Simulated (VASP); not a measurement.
Set up this calculation in VASP 6.6.1, as the native input.

* Task: single point
* Functional: PBE
* Potentials or basis: VASP PAW PBE potentials, release 64 (S)
* Cutoff: 520 eV
* k mesh: 18 × 18 × 18
* Occupations: fermi-dirac, width 0.1 eV
* Spin: no spin polarisation
* Dipole correction: no
* Further INCAR settings: ALGO = Normal; EDIFF = 1e-07; NBANDS = 9

The structure of S lies in POSCAR:

```
S
1.0
   -1.4660133703      1.4660133703      1.4660133703
    1.4660133703     -1.4660133703      1.4660133703
    1.4660133703      1.4660133703     -1.4660133703
S
1
Direct
    0.0000000000      0.0000000000      0.0000000000
```

One way to write it, as run:

INCAR

```
PREC     = Accurate       # precision mode
ENCUT    = 520            # plane-wave cutoff, eV
EDIFF    = 1E-7           # SCF threshold, eV
ISMEAR   = -1             # smearing method
SIGMA    = 0.1            # smearing width, eV
LREAL    = F              # projectors in reciprocal space
LASPH    = T              # aspherical terms in the spheres
NELM     = 100            # most SCF steps
ALGO     = Normal         # electronic algorithm
ISIF     = 2              # what is computed and relaxed
LWAVE    = F              # write WAVECAR
LCHARG   = F              # write CHGCAR
GGA      = PE             # functional
NBANDS   = 9              # bands
```

KPOINTS

```
regular mesh
0
Gamma
  18 18 18
```

Potentials or basis: VASP PAW PBE potentials, release 64 (S).

Command:

```bash
$ cat potpaw_PBE.64/S/POTCAR > POTCAR
$ mpirun -np 1 vasp_std > vasp.out
```

Results of the run:

```yaml
Pressure: 29.5 GPa
Band_gap_on_the_k_mesh: zero (band 3 reaches 15.77 eV, above the bottom of band 4 at 6.39 eV)
```

Wall time 15 s on 1 thread of AMD EPYC 7R13 Processor (Zen 3) (shared host), peak memory 0.1 GiB.
